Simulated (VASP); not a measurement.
Write the native input for VASP 6.6.1 that does the following.

* Task: single point
* Functional: PBEsol
* Potentials or basis: VASP PAW PBE potentials, release 64 (Mo_sv, S)
* Cutoff: 520 eV
* k mesh: 14 × 14 × 14
* Occupations: gaussian, width 0.05 eV
* Spin: no spin polarisation
* Hubbard terms: Mo d U = 4.0 eV
* Dipole correction: no
* Further INCAR settings: ALGO = Normal; EDIFF = 1e-07; NBANDS = 17

The structure of MoS lies in POSCAR:

```
MoS
1.0
    0.0000000000      2.4478204267      2.4478204267
    2.4478204267      0.0000000000      2.4478204267
    2.4478204267      2.4478204267      0.0000000000
Mo S
1 1
Direct
    0.0000000000      0.0000000000      0.0000000000
    0.5000000000      0.5000000000      0.5000000000
```

The input as run:

INCAR

```
PREC = Accurate
ENCUT = 520
EDIFF = 1E-7
ISMEAR = 0
SIGMA = 0.05
LREAL = False
LASPH = True
NELM = 150
ALGO = Normal
ISIF = 2
LWAVE = False
LCHARG = False
LMAXMIX = 4
LDAU = True
LDAUTYPE = 2
LDAUL = 2 -1
LDAUU = 4 0
LDAUJ = 0 0
LDAUPRINT = 1
GGA = PS
NBANDS = 17
```

KPOINTS

```
Automatic mesh
0
Gamma
  14 14 14
```

Potentials or basis: VASP PAW PBE potentials, release 64 (Mo_sv, S).

Launch:

```bash
$ cat potpaw_PBE.64/Mo_sv/POTCAR potpaw_PBE.64/S/POTCAR > POTCAR
$ mpirun -np 1 vasp_std > vasp.out
```

Results of the run:

* Pressure: 4.5 GPa
* Band gap on the k mesh: zero (bands 10 and 11 overlap by 3.01 eV)

Caveat: the cell stands under pressure; the PAW data sets were made with another functional, which shifts forces and pressure a little; U without spin polarisation on a metal has little footing.

Run time: 95 s on 1 thread of Intel Xeon 8259CL, on a shared host, peak memory 0.19 GiB.
